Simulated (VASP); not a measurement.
# Cs in VASP: further runs

The runs below take Cs through single point, with PBE+D4, HSE06+D3(BJ).

Program: VASP 6.6.1. These are calculated values, not measurements. Logs are shortened: lines on timing, memory, paths and dates and some standing lists are left out, and cuts for length are marked.

## Step 1: The cell of the first run

The cell holds a molecule in a box, 1 atom: a = 10.500 Å, b = 11.000 Å, c = 11.500 Å, α = 90.00°, β = 90.00°, γ = 90.00°.

## Step 2: Single point, PBE+D4, collinear spin

INCAR

```
ALGO = Normal
EDIFF = 1E-6
ENCUT = 400
GGA = PE
GGA_COMPAT = False
ISIF = 2
ISMEAR = 0
ISPIN = 2
IVDW = 13
LASPH = True
LCHARG = False
LORBIT = 11
LREAL = False
LWAVE = False
MAGMOM = 0.5
NBANDS = 14
NELM = 200
NELMDL = -8
PREC = Accurate
SIGMA = 0.005
```

KPOINTS

```
k-points
0
Gamma
  1 1 1
```

POSCAR

```
Cs
1.0
   10.5000000000      0.0000000000      0.0000000000
    0.0000000000     11.0000000000      0.0000000000
    0.0000000000      0.0000000000     11.5000000000
Cs
1
Direct
    0.5000000000      0.5045454500      0.5000000000
```

Potentials or basis: VASP PAW PBE potentials, release 64 (Cs_sv).

Command:

```
$ cat potpaw_PBE.64/Cs_sv/POTCAR > POTCAR
$ mpirun -np 1 vasp_gam > vasp.out
```

OUTCAR:

```text
EDIFF = 1E-6
   ENCUT = 400
   GGA = PE
   ISIF = 2
   ISMEAR = 0
   ISPIN = 2
   IVDW = 13
   LASPH = True
   LORBIT = 11
   LREAL = False
   NELM = 200
   NELMDL = -8
   PREC = Accurate

 ion  position               nearest neighbor table
   1  0.500  0.505  0.500-

  LATTYP: Found a simple orthorhombic cell.
 ALAT       =    10.5000000000
 B/A-ratio  =     1.0476190476
 C/A-ratio  =     1.0952380952

  Lattice vectors:

 A1 = (  10.5000000000,   0.0000000000,   0.0000000000)
 A2 = (   0.0000000000,  11.0000000000,   0.0000000000)
 A3 = (   0.0000000000,   0.0000000000,  11.5000000000)

Analysis of symmetry for initial positions (statically):
=====================================================================
 Subroutine PRICEL returns:
 Original cell was already a primitive cell.

 Routine SETGRP: Setting up the symmetry group for a
 simple orthorhombic supercell.

 Subroutine GETGRP returns: Found  8 space group operations
 (whereof  4 operations were pure point group operations)
 out of a pool of  8 trial point group operations.

The static configuration has the point symmetry C_2v.
 The point group associated with its full space group is D_2h.

Analysis of symmetry for dynamics (positions and initial velocities):
=====================================================================
 Subroutine PRICEL returns:
 Original cell was already a primitive cell.

 Routine SETGRP: Setting up the symmetry group for a
 simple orthorhombic supercell.

 Subroutine GETGRP returns: Found  8 space group operations
 (whereof  4 operations were pure point group operations)
 out of a pool of  8 trial point group operations.

The dynamic configuration has the point symmetry C_2v.
 The point group associated with its full space group is D_2h.

Analysis of structural, dynamic, and magnetic symmetry:
=====================================================================
 Subroutine PRICEL returns:
 Original cell was already a primitive cell.

 Routine SETGRP: Setting up the symmetry group for a
 simple orthorhombic supercell.

 Subroutine GETGRP returns: Found  8 space group operations
 (whereof  4 operations were pure point group operations)
 out of a pool of  8 trial point group operations.

The overall configuration has the point symmetry C_2v.
 The point group associated with its full space group is D_2h.

 Subroutine INISYM returns: Found  8 space group operations
 (whereof  4 operations are pure point group operations),
[... 89 lines left out ...]
     AMIX     =   0.40;   BMIX     =  1.00
     AMIX_MAG =   1.60;   BMIX_MAG =  1.00
  volume/ion in A,a.u.               =    1328.25      8963.47
  Fermi-wavevector in a.u.,A,eV,Ry     =   0.309786  0.585411  1.305719  0.095968
  Thomas-Fermi vector in A             =   1.186821
   LORBIT       =     11    0 simple, 1 ext, 2 COOP (PROOUT), +10 PAW based schemes
   GGA     = PE    functional components
   LHFCALC =     F    Hartree Fock is set to
   AEXX    =    0.0000 exact exchange contribution
   IVDW    =    13    specifies the selected vdW correction
   LEPSILON=     F    determine dielectric tensor
   LRPA    =     F    only Hartree local field effects (RPA)
 spin polarized calculation
 Gauss-broadening in eV      SIGMA  =   0.01
  energy-cutoff  :      400.00
  volume of cell :     1328.25
 maximum number of plane-waves:     12033
 NGX is ok and might be reduce to    70
   NGX = 35   NGY = 35   NGZ = 37

 number of electron       9.0000000 magnetization       0.9999996

 Free energy of the ion-electron system (eV)
  ---------------------------------------------------
  ext. energy  EPLUGINS =         0.00000000
  ---------------------------------------------------
  free energy    TOTEN  =        -0.20540431 eV

  energy without entropy =       -0.20540431  energy(sigma->0) =       -0.20540431

 E-fermi :  -2.0343     XC(G=0):  -0.9541

 val. band max:       -2.0787842396   @ k =   0.0000   0.0000   0.0000
 cond. band min:      -1.3185365691   @ k =   0.0000   0.0000   0.0000
 fundamental gap:      0.7602476706
 Fermi energy:        -2.0343373302

 spin component 1

 k-point     1 :       0.0000    0.0000    0.0000
  band No.  band energies     occupation
      1     -26.5334      1.00000
      2     -13.3425      1.00000
      3     -13.3402      1.00000
      4     -13.3368      1.00000
      5      -2.0788      1.00000
      6      -0.4655      0.00000
      7      -0.4316      0.00000
      8      -0.4135      0.00000
      9      -0.3982      0.00000
     10      -0.3474      0.00000
     11      -0.1780      0.00000
     12      -0.1666      0.00000
     13      -0.1597      0.00000
     14      -0.0385      0.00000
 Fermi energy:        -2.0343373302

 spin component 2

 k-point     1 :       0.0000    0.0000    0.0000
  band No.  band energies     occupation
      1     -26.4941      1.00000
      2     -13.2622      1.00000
      3     -13.2592      1.00000
      4     -13.2547      1.00000
      5      -1.3185      0.00000
      6       0.3223      0.00000
      7       0.3372      0.00000
      8       0.3769      0.00000
      9       0.3877      0.00000
     10       0.3939      0.00000
     11       0.5170      0.00000
     12       0.5638      0.00000
     13       0.6242      0.00000
     14       0.8654      0.00000

------------------------ aborting loop because EDIFF is reached ----------------------------------------

  DFT-D4 for vdW energy calculation

  Edisp (eV):   -0.02520

  FORCE on cell =-STRESS in cart. coord.  units (eV):
  Direction    XX          YY          ZZ          XY          YZ          ZX
  --------------------------------------------------------------------------------------
  -------------------------------------------------------------------------------------
  Total      -0.31797    -0.23732    -0.17969     0.00000     0.00000     0.00000
  in kB      -0.38355    -0.28626    -0.21675     0.00000     0.00000     0.00000
  external pressure =       -0.30 kB  Pullay stress =        0.00 kB

 VOLUME and BASIS-vectors are now :
 -----------------------------------------------------------------------------
  energy-cutoff  :      400.00
  volume of cell :     1328.25
      direct lattice vectors                 reciprocal lattice vectors
    10.500000000  0.000000000  0.000000000     0.095238095  0.000000000  0.000000000
     0.000000000 11.000000000  0.000000000     0.000000000  0.090909091  0.000000000
     0.000000000  0.000000000 11.500000000     0.000000000  0.000000000  0.086956522

 POSITION                                       TOTAL-FORCE (eV/Angst)
 -----------------------------------------------------------------------------------
      5.25000      5.55000      5.75000         0.000000      0.000000      0.000000
 -----------------------------------------------------------------------------------
    total drift:                                0.000000      0.000097     -0.000029

  FREE ENERGIE OF THE ION-ELECTRON SYSTEM (eV)
  ---------------------------------------------------
  free  energy   TOTEN  =        -0.2306029672 eV

  energy  without entropy=       -0.2306029672  energy(sigma->0) =       -0.23060297

 total charge

# of ion       s       p       d       tot
------------------------------------------
    1        1.866   4.678   0.000   6.544

 magnetization (x)

# of ion       s       p       d       tot
------------------------------------------
    1        0.033  -0.015   0.000   0.018
```

OSZICAR:

```text
N       E                     dE             d eps       ncg     rms          rms(c)
DAV:   1     0.837118277760E+02    0.83712E+02   -0.16193E+03    72   0.246E+02
DAV:   2     0.238359093517E+02   -0.59876E+02   -0.58912E+02    92   0.490E+01
[... 25 lines left out ...]
DAV:  28    -0.205380851247E+00   -0.84448E-05   -0.52599E-07    56   0.310E-03    0.333E-05
DAV:  29    -0.205393828090E+00   -0.12977E-04   -0.77020E-07    64   0.366E-03    0.211E-05
DAV:  30    -0.205400441228E+00   -0.66131E-05   -0.32891E-07    64   0.242E-03    0.953E-06
DAV:  31    -0.205402155764E+00   -0.17145E-05   -0.43945E-08    56   0.917E-04    0.670E-06
DAV:  32    -0.205403548116E+00   -0.13924E-05   -0.36666E-08    56   0.824E-04    0.325E-06
DAV:  33    -0.205404312013E+00   -0.76390E-06   -0.12036E-08    48   0.496E-04
   1 F= -.23060297E+00 E0= -.23060297E+00  d E =-.677537E-37  mag=     1.0000
```

stdout:

```text
POSCAR found type information on POSCAR Cs
 POSCAR found :  1 types and       1 ions
 scaLAPACK will be used
 LDA part: xc-table for (Slater+PW92), standard interpolation
 POSCAR, INCAR and KPOINTS ok, starting setup
 FFT: planning ... GRIDC
 FFT: planning ... GRID_SOFT
 FFT: planning ... GRID
 WAVECAR not read
 entering main loop
```

It took 1.7 min on 1 thread of AMD EPYC 9R45 (Zen 5), shared host; peak memory 1 GiB.

What came out:

- Free energy: -0.2306 eV
- Gap between the frontier levels: 0.76 eV
- Net moment: 1.00 μB per cell
- Valence electrons inside the program's atomic spheres: Cs 6.54
- Dispersion energy per atom: -0.025 eV

Levels at points of the mesh, in eV from the valence-band top:
Spin up:
| k point | band 3 | band 4 | band 5 | band 6 | band 7 | band 8 |
| --- | --- | --- | --- | --- | --- | --- |
| (0.00, 0.00, 0.00) | -11.26 | -11.26 | 0.00 | 1.61 | 1.65 | 1.67 |
Spin down:
```
           k point  band 1  band 2  band 3  band 4  band 5  band 6  band 7  band 8
(0.00, 0.00, 0.00)  -24.42  -11.18  -11.18  -11.18    0.76    2.40    2.42    2.46
```

Caveat: spin-orbit coupling is left out, which moves the levels of the heavy elements.

## Step 3: Single point, HSE06+D3(BJ), collinear spin

POSCAR is that of step 2.

INCAR.step1

```
ALGO = Normal ; EDIFF = 1E-5
ENCUT = 400 ; GGA = PE
GGA_COMPAT = False ; ISIF = 2
ISMEAR = 0 ; ISPIN = 2
LASPH = True ; LORBIT = 11
LREAL = False ; LWAVE = True
MAGMOM = 0.5 ; NBANDS = 14
NELM = 200 ; NELMDL = -8
PREC = Accurate ; SIGMA = 0.005
```

INCAR.step2

```
ALGO = Normal ; EDIFF = 1E-6
ENCUT = 400 ; GGA = PE
GGA_COMPAT = False ; HFSCREEN = 0.2079
ISIF = 2 ; ISMEAR = 0
ISPIN = 2 ; ISTART = 1
IVDW = 12 ; LASPH = True
LCHARG = True ; LELF = True
LHFCALC = True ; LORBIT = 11
LREAL = False ; LVHAR = True
LWAVE = False ; MAGMOM = 0.5
NBANDS = 14 ; NELM = 200
PREC = Accurate ; PRECFOCK = Normal
SIGMA = 0.005 ; VDW_A1 = 0.383
VDW_A2 = 5.685 ; VDW_S6 = 1.0
VDW_S8 = 2.31
```

KPOINTS is that of step 2.

Potentials or basis: VASP PAW PBE potentials, release 64 (Cs_sv).

Command:

```
$ cat potpaw_PBE.64/Cs_sv/POTCAR > POTCAR
$ cp INCAR.step1 INCAR
$ mpirun -np 1 vasp_gam > vasp.out
$ cp INCAR.step2 INCAR
$ mpirun -np 1 vasp_gam > vasp.out
```

OUTCAR:

```text
EDIFF = 1E-6
   ENCUT = 400
   GGA = PE
   HFSCREEN = 0.2079
   ISIF = 2
   ISMEAR = 0
   ISPIN = 2
   ISTART = 1
   IVDW = 12
   LASPH = True
   LHFCALC = True
   LORBIT = 11
   LREAL = False
   NELM = 200
   PREC = Accurate
   PRECFOCK = Normal
 IVDW          = 12

 ion  position               nearest neighbor table
   1  0.500  0.505  0.500-

  LATTYP: Found a simple orthorhombic cell.
 ALAT       =    10.5000000000
 B/A-ratio  =     1.0476190476
 C/A-ratio  =     1.0952380952

  Lattice vectors:

 A1 = (  10.5000000000,   0.0000000000,   0.0000000000)
 A2 = (   0.0000000000,  11.0000000000,   0.0000000000)
 A3 = (   0.0000000000,   0.0000000000,  11.5000000000)

Analysis of symmetry for initial positions (statically):
=====================================================================
 Subroutine PRICEL returns:
 Original cell was already a primitive cell.

 Routine SETGRP: Setting up the symmetry group for a
 simple orthorhombic supercell.

 Subroutine GETGRP returns: Found  8 space group operations
 (whereof  4 operations were pure point group operations)
 out of a pool of  8 trial point group operations.

The static configuration has the point symmetry C_2v.
 The point group associated with its full space group is D_2h.

Analysis of symmetry for dynamics (positions and initial velocities):
=====================================================================
 Subroutine PRICEL returns:
 Original cell was already a primitive cell.

 Routine SETGRP: Setting up the symmetry group for a
 simple orthorhombic supercell.

 Subroutine GETGRP returns: Found  8 space group operations
 (whereof  4 operations were pure point group operations)
 out of a pool of  8 trial point group operations.

The dynamic configuration has the point symmetry C_2v.
 The point group associated with its full space group is D_2h.

Analysis of structural, dynamic, and magnetic symmetry:
=====================================================================
 Subroutine PRICEL returns:
 Original cell was already a primitive cell.

[... 133 lines left out ...]
  ext. energy  EPLUGINS =         0.00000000
  ---------------------------------------------------
  free energy    TOTEN  =        -0.32648014 eV

  energy without entropy =       -0.32648014  energy(sigma->0) =       -0.32648014

 E-fermi :  -2.1481     XC(G=0):  -0.8323

 val. band max:       -2.1722870452   @ k =   0.0000   0.0000   0.0000
 cond. band min:      -1.1253850781   @ k =   0.0000   0.0000   0.0000
 fundamental gap:      1.0469019671
 Fermi energy:        -2.1480745031

 spin component 1

 k-point     1 :       0.0000    0.0000    0.0000
  band No.  band energies     occupation
      1     -28.6991      1.00000
      2     -14.4785      1.00000
      3     -14.4759      1.00000
      4     -14.4720      1.00000
      5      -2.1723      1.00000
      6      -0.4216      0.00000
      7      -0.3631      0.00000
      8      -0.2880      0.00000
      9      -0.2801      0.00000
     10      -0.2455      0.00000
     11      -0.0025      0.00000
     12       0.0826      0.00000
     13       0.1012      0.00000
     14       0.1129      0.00000
 Fermi energy:        -2.1480745031

 spin component 2

 k-point     1 :       0.0000    0.0000    0.0000
  band No.  band energies     occupation
      1     -28.6428      1.00000
      2     -14.4076      1.00000
      3     -14.4043      1.00000
      4     -14.3992      1.00000
      5      -1.1254      0.00000
      6       0.5646      0.00000
      7       0.6006      0.00000
      8       0.6094      0.00000
      9       0.6593      0.00000
     10       0.6611      0.00000
     11       0.6775      0.00000
     12       0.6895      0.00000
     13       0.7268      0.00000
     14       0.9945      0.00000

------------------------ aborting loop because EDIFF is reached ----------------------------------------

 Edisp (eV)   -0.03352

 E8    (eV) :    -0.0211

  FORCE on cell =-STRESS in cart. coord.  units (eV):
  Direction    XX          YY          ZZ          XY          YZ          ZX
  --------------------------------------------------------------------------------------
  -------------------------------------------------------------------------------------
  Total      -0.41787    -0.30860    -0.23026     0.00000     0.00000     0.00000
  in kB      -0.50405    -0.37225    -0.27775     0.00000     0.00000     0.00000
  external pressure =       -0.38 kB  Pullay stress =        0.00 kB

 VOLUME and BASIS-vectors are now :
 -----------------------------------------------------------------------------
  energy-cutoff  :      400.00
  volume of cell :     1328.25
      direct lattice vectors                 reciprocal lattice vectors
    10.500000000  0.000000000  0.000000000     0.095238095  0.000000000  0.000000000
     0.000000000 11.000000000  0.000000000     0.000000000  0.090909091  0.000000000
     0.000000000  0.000000000 11.500000000     0.000000000  0.000000000  0.086956522

 POSITION                                       TOTAL-FORCE (eV/Angst)
 -----------------------------------------------------------------------------------
      5.25000      5.55000      5.75000         0.000000     -0.000000      0.000000
 -----------------------------------------------------------------------------------
    total drift:                               -0.000000      0.000107     -0.000033

  FREE ENERGIE OF THE ION-ELECTRON SYSTEM (eV)
  ---------------------------------------------------
  free  energy   TOTEN  =        -0.3599966259 eV

  energy  without entropy=       -0.3599966259  energy(sigma->0) =       -0.35999663

 total charge

# of ion       s       p       d       tot
------------------------------------------
    1        2.170   4.713   0.000   6.883

 magnetization (x)

# of ion       s       p       d       tot
------------------------------------------
    1        0.028  -0.015   0.000   0.013
```

OUTCAR.step1:

```text
EDIFF = 1E-5
   ENCUT = 400
   GGA = PE
   ISIF = 2
   ISMEAR = 0
   ISPIN = 2
   LASPH = True
   LORBIT = 11
   LREAL = False
[... 253 lines left out ...]
    total drift:                                0.000000      0.000095     -0.000028

  FREE ENERGIE OF THE ION-ELECTRON SYSTEM (eV)
  ---------------------------------------------------
  free  energy   TOTEN  =        -0.2050683009 eV

  energy  without entropy=       -0.2050683009  energy(sigma->0) =       -0.20506830

 total charge

# of ion       s       p       d       tot
------------------------------------------
    1        1.866   4.678   0.000   6.544

 magnetization (x)

# of ion       s       p       d       tot
------------------------------------------
    1        0.033  -0.015   0.000   0.018
```

OSZICAR.step1:

```text
N       E                     dE             d eps       ncg     rms          rms(c)
DAV:   1     0.837118277760E+02    0.83712E+02   -0.16193E+03    72   0.246E+02
DAV:   2     0.238359093517E+02   -0.59876E+02   -0.58912E+02    92   0.490E+01
DAV:   3     0.295383405090E+00   -0.23541E+02   -0.23481E+02    96   0.373E+01
DAV:   4    -0.905411361666E-01   -0.38592E+00   -0.38587E+00    68   0.669E+00
DAV:   5    -0.924705814380E-01   -0.19294E-02   -0.19294E-02    84   0.567E-01
DAV:   6    -0.924715128845E-01   -0.93145E-06   -0.93152E-06    76   0.137E-02
DAV:   7    -0.924715183405E-01   -0.54561E-08   -0.54782E-08    76   0.834E-04
DAV:   8    -0.924715182737E-01    0.66848E-10   -0.80314E-10    34   0.408E-05    0.125E+00
DAV:   9    -0.145430489859E+00   -0.52959E-01   -0.60680E-02    56   0.101E+00    0.289E-01
DAV:  10    -0.172978829384E+00   -0.27548E-01   -0.13814E-02    56   0.507E-01    0.886E-02
DAV:  11    -0.190385215466E+00   -0.17406E-01   -0.56984E-03    64   0.156E-01    0.507E-02
DAV:  12    -0.199321135083E+00   -0.89359E-02   -0.34656E-03    56   0.898E-02    0.255E-02
DAV:  13    -0.181979845520E+00    0.17341E-01   -0.37980E-03    62   0.147E-01    0.155E-02
DAV:  14    -0.188917132593E+00   -0.69373E-02   -0.14538E-03    56   0.110E-01    0.112E-02
DAV:  15    -0.195421170247E+00   -0.65040E-02   -0.69027E-04    64   0.706E-02    0.799E-03
DAV:  16    -0.200327351042E+00   -0.49062E-02   -0.30649E-04    64   0.508E-02    0.513E-03
DAV:  17    -0.204045127758E+00   -0.37178E-02   -0.23645E-04    56   0.322E-02    0.351E-03
DAV:  18    -0.205066549974E+00   -0.10214E-02   -0.90740E-05    70   0.189E-02    0.279E-03
DAV:  19    -0.205068300880E+00   -0.17509E-05   -0.80037E-05    64   0.222E-02
   1 F= -.20506830E+00 E0= -.20506830E+00  d E =-.136213-125  mag=     1.0003
```

Run time: 7.2 min. Hardware: 1 thread of AMD EPYC 9R45 (Zen 5), shared host; peak memory 1 GiB.

Results:

| Item | Value |
| --- | --- |
| Free energy | -0.3600 eV |
| Gap between the frontier levels | 1.05 eV |
| Net moment | 1.00 μB per cell |
| Valence electrons inside the program's atomic spheres | Cs 6.88 |
| Dispersion energy per atom | -0.034 eV |

Caveat: the PAW data sets were made with another functional, which shifts forces and pressure a little; spin-orbit coupling is left out, which moves the levels of the heavy elements.
